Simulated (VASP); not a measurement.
# Ag (Fm-3m) in VASP: further runs, part 2 of 2

VASP 6.6.1. The steps go on from the part before.

## (4) Relaxation of cell and atoms, LDA

This run uses another cell than the first one, of 17.29 Å³/atom, 1.076 times its volume.

Contents of INCAR:

```
SYSTEM = Ag
PREC     = Accurate       ! precision mode
ENCUT    = 600            ! plane-wave cutoff, eV
EDIFF    = 1E-7           ! SCF threshold, eV
ISMEAR   = 0              ! smearing method
SIGMA    = 0.1            ! smearing width, eV
LREAL    = .False.        ! projectors in reciprocal space
LASPH    = .True.         ! aspherical terms in the spheres
NELM     = 80             ! most SCF steps
ALGO     = Normal         ! electronic algorithm
ISIF     = 3              ! what is computed and relaxed
LWAVE    = .False.        ! write WAVECAR
LCHARG   = .False.        ! write CHGCAR
GGA      = CA             ! functional
IBRION   = 2              ! ionic algorithm
NSW      = 100            ! ionic steps
EDIFFG   = -0.05          ! ionic threshold
```

Contents of KPOINTS:

```
Automatic mesh
0
Gamma
  8 8 8
  0 0 0
```

Contents of POSCAR:

```
Ag
1.0
    0.0000000000      2.0521781800      2.0521781800
    2.0521781800      0.0000000000      2.0521781800
    2.0521781800      2.0521781800      0.0000000000
Ag
1
Direct
    0.0000000000      0.0000000000      0.0000000000
```

Potentials or basis: VASP PAW LDA potentials, release 64 (Ag).

Launch:

```
cat potpaw_LDA.64/Ag/POTCAR > POTCAR
mpirun -np 1 vasp_std > vasp.out
```

OUTCAR:

```text
SYSTEM = Ag
   PREC = Accurate
   ENCUT = 600
   EDIFF = 1E-7
   ISMEAR = 0
   LREAL = .False.
   LASPH = .True.
   NELM = 80
   ISIF = 3
   GGA = CA
   IBRION = 2
   NSW = 100
   EDIFFG = -0.05

 ion  position               nearest neighbor table
   1  0.000  0.000  0.000-

  LATTYP: Found a face centered cubic cell.
 ALAT       =     4.1043563600

  Lattice vectors:

 A1 = (   0.0000000000,   2.0521781800,   2.0521781800)
 A2 = (   2.0521781800,   0.0000000000,   2.0521781800)
 A3 = (   2.0521781800,   2.0521781800,   0.0000000000)

Analysis of symmetry for initial positions (statically):
=====================================================================
 Subroutine PRICEL returns:
 Original cell was already a primitive cell.

 Routine SETGRP: Setting up the symmetry group for a
 face centered cubic supercell.

 Subroutine GETGRP returns: Found 48 space group operations
 (whereof 48 operations were pure point group operations)
 out of a pool of 48 trial point group operations.

The static configuration has the point symmetry O_h .

Analysis of symmetry for dynamics (positions and initial velocities):
=====================================================================
 Subroutine PRICEL returns:
 Original cell was already a primitive cell.

 Routine SETGRP: Setting up the symmetry group for a
 face centered cubic supercell.

 Subroutine GETGRP returns: Found 48 space group operations
 (whereof 48 operations were pure point group operations)
 out of a pool of 48 trial point group operations.

The dynamic configuration has the point symmetry O_h .

 Subroutine INISYM returns: Found 48 space group operations
 (whereof 48 operations are pure point group operations),
 and found     1 'primitive' translations
[... 118 lines left out ...]
   GGA     = CA    functional components
   LHFCALC =     F    Hartree Fock is set to
   AEXX    =    0.0000 exact exchange contribution
   IVDW    =     0    specifies the selected vdW correction
   LEPSILON=     F    determine dielectric tensor
   LRPA    =     F    only Hartree local field effects (RPA)
 conjugate gradient relaxation of ions
 non-spin polarized calculation
 Gauss-broadening in eV      SIGMA  =   0.10
  energy-cutoff  :      600.00
  volume of cell :       17.29
 maximum number of plane-waves:       589
   NGX = 11   NGY = 11   NGZ = 11

--------------------------------------- Ionic step        1  -------------------------------------------

 number of electron      10.9999999 magnetization

 Free energy of the ion-electron system (eV)
  ---------------------------------------------------
  ext. energy  EPLUGINS =         0.00000000
  ---------------------------------------------------
  free energy    TOTEN  =        -3.71793561 eV

  energy without entropy =       -3.71489327  energy(sigma->0) =       -3.71641444

------------------------ aborting loop because EDIFF is reached ----------------------------------------

  FORCE on cell =-STRESS in cart. coord.  units (eV):
  Direction    XX          YY          ZZ          XY          YZ          ZX
  --------------------------------------------------------------------------------------
  -------------------------------------------------------------------------------------
  Total       -0.8498626     -0.8498626     -0.8498626     -0.0000000      0.0000000     -0.0000000
  in kB      -78.7742205    -78.7742205    -78.7742205     -0.0000000      0.0000000     -0.0000000
  external PRESSURE =     -78.7742205 kB  Pullay stress =       0.0000000 kB
[... 57 lines left out ...]
--------------------------------------- Ionic step        3  -------------------------------------------

 number of electron      11.0000002 magnetization

 Free energy of the ion-electron system (eV)
  ---------------------------------------------------
  ext. energy  EPLUGINS =         0.00000000
  ---------------------------------------------------
  free energy    TOTEN  =        -3.74887278 eV

  energy without entropy =       -3.74583922  energy(sigma->0) =       -3.74735600

 E-fermi :   8.7974     XC(G=0): -12.9118

 val. band max:        8.7228409386   @ k =   0.5000   0.2500   0.1250
 cond. band min:       9.1941518444   @ k =   0.5000   0.3750   0.1250
 fundamental gap:      0.4713109057
 Fermi energy:         8.7974035683

 k-point     1 :       0.0000    0.0000    0.0000
  band No.  band energies     occupation
      1       0.7070      2.00000
      2       3.9779      2.00000
      3       3.9779      2.00000
      4       3.9779      2.00000
      5       5.1419      2.00000
      6       5.1419      2.00000
      7      25.0772      0.00000
      8      28.9158      0.00000
      9      28.9158      0.00000
[... 265 lines left out ...]
 k-point    24 :      -0.3750    0.2500    0.1250
  band No.  band energies     occupation
      1       2.9252      2.00000
      2       3.4693      2.00000
      3       4.4294      2.00000
      4       4.6464      2.00000
      5       5.9410      2.00000
      6      11.2995      0.00000
      7      13.1455      0.00000
      8      21.7819      0.00000
      9      21.9234      0.00000

 [... further k-points ...]
[... 5 lines left out ...]
  --------------------------------------------------------------------------------------
  -------------------------------------------------------------------------------------
  Total       -0.0078769     -0.0078769     -0.0078769      0.0000000      0.0000000      0.0000000
  in kB       -0.7824493     -0.7824493     -0.7824493      0.0000000      0.0000000      0.0000000
  external PRESSURE =      -0.7824493 kB  Pullay stress =       0.0000000 kB
[... 16 lines left out ...]
  FREE ENERGIE OF THE ION-ELECTRON SYSTEM (eV)
  ---------------------------------------------------
  free  energy   TOTEN  =        -3.7488727774 eV

  energy  without entropy=       -3.7458392226  energy(sigma->0) =       -3.74735600

 reached required accuracy - stopping structural energy minimisation
```

OSZICAR:

```text
N       E                     dE             d eps       ncg     rms          rms(c)
DAV:   1     0.492270905989E+02    0.49227E+02   -0.61127E+03   530   0.124E+03
DAV:   2    -0.362907414510E+01   -0.52856E+02   -0.50850E+02   534   0.220E+02
DAV:   3    -0.402113591299E+01   -0.39206E+00   -0.39201E+00   621   0.239E+01
[... 22 lines left out ...]
DAV:   3    -0.375205088470E+01    0.13934E-01   -0.37047E-02   541   0.199E+00    0.116E+00
DAV:   4    -0.374886816270E+01    0.31827E-02   -0.35524E-03   558   0.588E-01    0.977E-02
DAV:   5    -0.374886686041E+01    0.13023E-05   -0.18915E-04   580   0.118E-01    0.193E-02
DAV:   6    -0.374887278028E+01   -0.59199E-05   -0.43799E-06   566   0.237E-02    0.633E-04
DAV:   7    -0.374887277740E+01    0.28804E-08   -0.48138E-08   369   0.227E-03
   3 F= -.37488728E+01 E0= -.37473560E+01  d E =-.309372E-01
```

Run time: 7.6 s. Hardware: 1 thread of Intel Xeon 6975P-C (Granite Rapids), shared host; peak memory 0.14 GiB.

What came out:

- Free energy: -3.7489 eV
- Relaxed volume: 16.13 Å³/atom
- Relaxed cell: a = 2.836 Å, b = 2.836 Å, c = 2.836 Å, α = 60.00°, β = 60.00°, γ = 60.00°
- Space group after relaxing (to 0.05 Å): Fm-3m (No. 225)
- Energy gained by relaxing: 30.9 meV/atom
- Ionic steps: 3
- Pressure after relaxing: -0.1 GPa

The path:
```csv
step,energy change (eV),largest force (eV/Å),pressure (GPa),volume (Å³)
1,0.0000,0.0000,-7.88,17.29
2,-0.0079,0.0000,8.96,15.25
3,-0.0309,0.0000,-0.08,16.13
```

Final structure:
```cif
data_structure
_symmetry_space_group_name_H-M 'P 1'
_symmetry_Int_Tables_number 1
_cell_length_a 2.8360
_cell_length_b 2.8360
_cell_length_c 2.8360
_cell_angle_alpha 60.000
_cell_angle_beta 60.000
_cell_angle_gamma 60.000
_cell_volume 16.13
loop_
_atom_site_label
_atom_site_type_symbol
_atom_site_fract_x
_atom_site_fract_y
_atom_site_fract_z
_atom_site_occupancy
Ag1 Ag 0.00000 0.00000 0.00000 1
```

## (5) Single point, LDA

This run uses another cell than the first one, of 16.02 Å³/atom, 0.997 times its volume.

Contents of INCAR:

```
PREC = Accurate ; ENCUT = 520
EDIFF = 1E-6 ; ISMEAR = 0
SIGMA = 0.1 ; LREAL = F
LASPH = T ; NELM = 60
ALGO = Fast ; ISIF = 2
LWAVE = F ; LCHARG = F
NBANDS = 12
```

Contents of KPOINTS:

```
regular mesh
0
Gamma
  18 18 18
```

Contents of POSCAR:

```
Ag
1.0
    0.0000000000      2.0009107569      2.0009107569
    2.0009107569      0.0000000000      2.0009107569
    2.0009107569      2.0009107569      0.0000000000
Ag
1
Direct
    0.0000000000      0.0000000000      0.0000000000
```

Potentials or basis: VASP PAW LDA potentials, release 64 (Ag).

Launch:

```
cat potpaw_LDA.64/Ag/POTCAR > POTCAR
mpirun -np 1 vasp_std > vasp.out
```

OUTCAR:

```text
PREC = Accurate
   ENCUT = 520
   EDIFF = 1E-6
   ISMEAR = 0
   LREAL = F
   LASPH = T
   NELM = 60
   ISIF = 2

 ion  position               nearest neighbor table
   1  0.000  0.000  0.000-

  LATTYP: Found a face centered cubic cell.
 ALAT       =     4.0018215138

  Lattice vectors:

 A1 = (   0.0000000000,   2.0009107569,   2.0009107569)
 A2 = (   2.0009107569,   0.0000000000,   2.0009107569)
 A3 = (   2.0009107569,   2.0009107569,   0.0000000000)

Analysis of symmetry for initial positions (statically):
=====================================================================
 Subroutine PRICEL returns:
 Original cell was already a primitive cell.

 Routine SETGRP: Setting up the symmetry group for a
 face centered cubic supercell.

 Subroutine GETGRP returns: Found 48 space group operations
 (whereof 48 operations were pure point group operations)
 out of a pool of 48 trial point group operations.

The static configuration has the point symmetry O_h .

Analysis of symmetry for dynamics (positions and initial velocities):
=====================================================================
[... 161 lines left out ...]
 cond. band min:       9.1866465868   @ k =   0.5000   0.1111   0.0000
 fundamental gap:      0.1919667587
 Fermi energy:         9.0315906207

 k-point     1 :       0.0000    0.0000    0.0000
  band No.  band energies     occupation
      1       0.7557      2.00000
      2       4.0455      2.00000
      3       4.0455      2.00000
      4       4.0455      2.00000
      5       5.2223      2.00000
      6       5.2223      2.00000
      7      25.1895      0.00000
      8      29.0670      0.00000
      9      29.0670      0.00000
     10      29.0670      0.00000
     11      34.2451      0.00000
     12      35.6679      0.00000
[... 331 lines left out ...]
 k-point    24 :      -0.2222    0.0556    0.0000
  band No.  band energies     occupation
      1       2.2583      2.00000
      2       4.0183      2.00000
      3       4.3208      2.00000
      4       4.3274      2.00000
      5       5.1612      2.00000
      6       5.5664      2.00000
      7      21.0796      0.00000
      8      25.6245      0.00000
      9      28.2659      0.00000
     10      31.0228      0.00000
     11      31.3670      0.00000
     12      32.4961      0.00000

 [... further k-points ...]
[... 5 lines left out ...]
  --------------------------------------------------------------------------------------
  -------------------------------------------------------------------------------------
  Total        0.0134147      0.0134147      0.0134147      0.0000000      0.0000000     -0.0000000
  in kB        1.3414639      1.3414639      1.3414639      0.0000000      0.0000000     -0.0000000
  external PRESSURE =       1.3414639 kB  Pullay stress =       0.0000000 kB

 VOLUME and BASIS-vectors are now :
 -----------------------------------------------------------------------------
  energy-cutoff  :      520.00
  volume of cell :       16.02
      direct lattice vectors                 reciprocal lattice vectors
     0.000000000  2.000910757  2.000910757    -0.249886207  0.249886207  0.249886207
     2.000910757  0.000000000  2.000910757     0.249886207 -0.249886207  0.249886207
     2.000910757  2.000910757  0.000000000     0.249886207  0.249886207 -0.249886207

 POSITION                                       TOTAL-FORCE (eV/Angst)
 -----------------------------------------------------------------------------------
      0.00000      0.00000      0.00000         0.000000     -0.000000      0.000000
 -----------------------------------------------------------------------------------
    total drift:                               -0.000000      0.000000      0.000000

  FREE ENERGIE OF THE ION-ELECTRON SYSTEM (eV)
  ---------------------------------------------------
  free  energy   TOTEN  =        -3.7847510072 eV

  energy  without entropy=       -3.7837965398  energy(sigma->0) =       -3.78427377
```

OSZICAR:

```text
N       E                     dE             d eps       ncg     rms          rms(c)
DAV:   1     0.521149916037E+02    0.52115E+02   -0.55260E+03  4704   0.838E+02
DAV:   2    -0.326645509619E+01   -0.55381E+02   -0.52669E+02  5448   0.198E+02
DAV:   3    -0.411225797435E+01   -0.84580E+00   -0.84522E+00  5484   0.258E+01
DAV:   4    -0.411480531898E+01   -0.25473E-02   -0.25472E-02  5388   0.149E+00
DAV:   5    -0.411482429301E+01   -0.18974E-04   -0.18974E-04  5556   0.114E-01    0.648E+00
RMM:   6    -0.380279274055E+01    0.31203E+00   -0.43754E-01  4732   0.594E+00    0.392E+00
RMM:   7    -0.378985633405E+01    0.12936E-01   -0.89257E-03  5194   0.106E+00    0.219E+00
RMM:   8    -0.378474063484E+01    0.51157E-02   -0.11779E-03  5451   0.381E-01    0.183E-01
RMM:   9    -0.378475403131E+01   -0.13396E-04   -0.13935E-04  5787   0.961E-02    0.534E-02
RMM:  10    -0.378475224580E+01    0.17855E-05   -0.27936E-05  5778   0.401E-02    0.333E-02
RMM:  11    -0.378475115108E+01    0.10947E-05   -0.72604E-06  4961   0.165E-02    0.121E-02
RMM:  12    -0.378475100720E+01    0.14388E-06   -0.20794E-06  3975   0.110E-02
   1 F= -.37847510E+01 E0= -.37842738E+01  d E =-.954467E-03
```

stdout:

```text
POSCAR found type information on POSCAR Ag
 POSCAR found :  1 types and       1 ions
 scaLAPACK will be used
 LDA part: xc-table for (Slater(with rela. corr.)+CA(PZ))
 , standard interpolation
 POSCAR, INCAR and KPOINTS ok, starting setup
 FFT: planning ... GRIDC
 FFT: planning ... GRID_SOFT
 FFT: planning ... GRID
 WAVECAR not read
 entering main loop
```

It took 17 s on 1 thread of Intel Xeon 6975P-C (Granite Rapids), shared host; peak memory 0.15 GiB.

Results:

* Free energy: -3.7848 eV
* Pressure: 0.1 GPa

## (6) Relaxation of cell and atoms, LDA

Contents of INCAR:

```
PREC = Accurate
ENCUT = 600
EDIFF = 1E-6
ISMEAR = 0
SIGMA = 0.1
LREAL = F
LASPH = T
NELM = 60
ALGO = Fast
ISIF = 3
LWAVE = F
LCHARG = F
IBRION = 2
NSW = 100
EDIFFG = -0.005
```

Contents of KPOINTS:

```
Automatic mesh
0
Gamma
  18 18 18
```

Contents of POSCAR:

```
Ag
1.0
    0.0000000000      2.0026471504      2.0026471504
    2.0026471504      0.0000000000      2.0026471504
    2.0026471504      2.0026471504      0.0000000000
Ag
1
Direct
    0.0000000000      0.0000000000      0.0000000000
```

Potentials or basis: VASP PAW LDA potentials, release 64 (Ag).

Launch:

```
cat potpaw_LDA.64/Ag/POTCAR > POTCAR
mpirun -np 1 vasp_std > vasp.out
```

It took 30 s on 1 thread of Intel Xeon 6975P-C (Granite Rapids), shared host; peak memory 0.16 GiB.

It converged, with:

```
Free energy                            : -3.7845 eV
Relaxed volume                         : 16.04 Å³/atom
Relaxed cell                           : a = 2.831 Å, b = 2.831 Å, c = 2.831 Å, α = 60.00°, β = 60.00°, γ = 60.00°
Space group after relaxing (to 0.05 Å) : Fm-3m (No. 225)
Energy gained by relaxing              : 0.0 meV/atom
Ionic steps                            : 3
Pressure after relaxing                : 0.0 GPa
```

Final structure:
```cif
data_structure
_symmetry_space_group_name_H-M 'P 1'
_symmetry_Int_Tables_number 1
_cell_length_a 2.8307
_cell_length_b 2.8307
_cell_length_c 2.8307
_cell_angle_alpha 60.000
_cell_angle_beta 60.000
_cell_angle_gamma 60.000
_cell_volume 16.04
loop_
_atom_site_label
_atom_site_type_symbol
_atom_site_fract_x
_atom_site_fract_y
_atom_site_fract_z
_atom_site_occupancy
Ag1 Ag 0.00000 0.00000 0.00000 1
```

Levels at points of the mesh, in eV from the Fermi level:
| k point | band 2 | band 3 | band 4 | band 5 | band 6 | band 7 | band 8 | band 9 |
| --- | --- | --- | --- | --- | --- | --- | --- | --- |
| (0.00, 0.00, 0.00) | -4.98 | -4.98 | -4.98 | -3.81 | -3.81 | 16.16 | 20.03 | 20.03 |
| (0.50, 0.00, 0.00) | -5.01 | -5.01 | -2.91 | -2.91 | -0.58 | 3.95 | 15.42 | 18.38 |
| (0.50, 0.50, 0.00) | -6.66 | -2.94 | -2.68 | -2.68 | 1.51 | 7.23 | 10.89 | 10.89 |

## (7) Overview

| task | cell | k mesh | cutoff (eV) | gap on the mesh (eV) | pressure (GPa) | relaxed volume (Å³/atom) |
| --- | --- | --- | --- | --- | --- | --- |
| single point | a = 2.832 Å, angles 60.0°, 1 atom | 8 × 8 × 8 | 520 | none | 0.5 | - |
| single point | a = 2.902 Å, angles 60.0°, 1 atom | 8 × 8 × 8 | 520 | none | -7.9 | - |
| relaxation of cell and atoms | relaxed from a = 2.902 Å, angles 60.0°, 1 atom | 8 × 8 × 8 | 600 | none | -0.1 | 16.13 |
| single point | a = 2.830 Å, angles 60.0°, 1 atom | 18 × 18 × 18 | 520 | none | 0.1 | - |
| relaxation of cell and atoms | relaxed from a = 2.832 Å, angles 60.0°, 1 atom | 18 × 18 × 18 | 600 | none | 0.0 | 16.04 |

Alike in all rows: level LDA; potentials or basis VASP PAW LDA potentials, release 64 (Ag); no spin polarisation; smearing gaussian 0.1 eV.

Absolute energies hang on the potentials; compare differences alone.
